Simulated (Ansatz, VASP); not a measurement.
# Two plane-wave programs on GaN

```
Ga N
1.0
     3.15181    0.00000    0.00000
    -1.57591    2.72955    0.00000
     0.00000    0.00000    5.13840
Ga N
2 2
Cartesian
  0.0000 1.8197 -0.0036
  1.5759 0.9099 2.5656
  0.0000 1.8197 1.9305
  1.5759 0.9099 4.4997
```

Alike in both runs: functional LDA; k mesh 14 × 14 × 8; occupations fermi-dirac, width 0.1 eV; no spin polarisation.

Ansatz relaxed the structure, and its values are those at the end. VASP's run is a single point on that final structure, the one shown.

|  | VASP | Ansatz |
| --- | --- | --- |
| version | VASP 6.6.1 | Ansatz 0.2.0 |
| potentials or method | VASP PAW LDA potentials, release 64 (Ga_d, N) | PAW with Ansatz's default frozen-core files, scalar-relativistic |
| plane-wave cutoff (eV) | 520 | 420 |
| valence electrons in the cell | 36 | 36 |

|  | VASP | Ansatz | Ansatz less VASP |
| --- | --- | --- | --- |
| pressure (GPa) | 1.1 | 0.0 | -1.09 |

LDA's correlation is that of Perdew and Zunger in VASP and of Perdew and Wang (1992) in Ansatz.
